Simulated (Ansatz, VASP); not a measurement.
One calculation of GdO, two programs

```
Gd O
1.0
     0.00000    2.67897    2.67897
     2.67897    0.00000    2.67897
     2.67897    2.67897    0.00000
Gd O
1 1
Direct
  0.00000 0.00000 0.00000
  0.25000 0.25000 0.25000
```

Alike in both runs: task single point; functional PBE; dispersion D4; k mesh 8 × 8 × 8; occupations gaussian, width 0.05 eV; collinear spin; Hubbard terms Gd f U = 6.0 eV.

|  | VASP | Ansatz |
| --- | --- | --- |
| version | VASP 6.6.1 | Ansatz 0.2.0 |
| potentials or method | VASP PAW PBE potentials, release 64 (Gd, O), cutoff 520 eV | scalar-relativistic, plane waves, PAW |
| valence electrons in the cell | 24 | 24 |

```csv
,VASP,Ansatz,Ansatz less VASP
gap on the k mesh at the Fermi level (eV),none,none,-
pressure (GPa),0.0,0.0,-0.05
net moment per atom (μB),3.97,3.97,0.000
size of the moment on the site where the two differ most (μB),7.07,7.01,-0.062
```

Site moments also hang on the region over which each program counts them. The programs project onto different local orbitals, so the same U acts differently, and such runs can settle in different states. A gap of «none» marks a metal or a gap that the smearing closes. Ansatz's warnings: filled band counts differ across k points, stability check not made.

Neither program's run includes spin-orbit coupling.
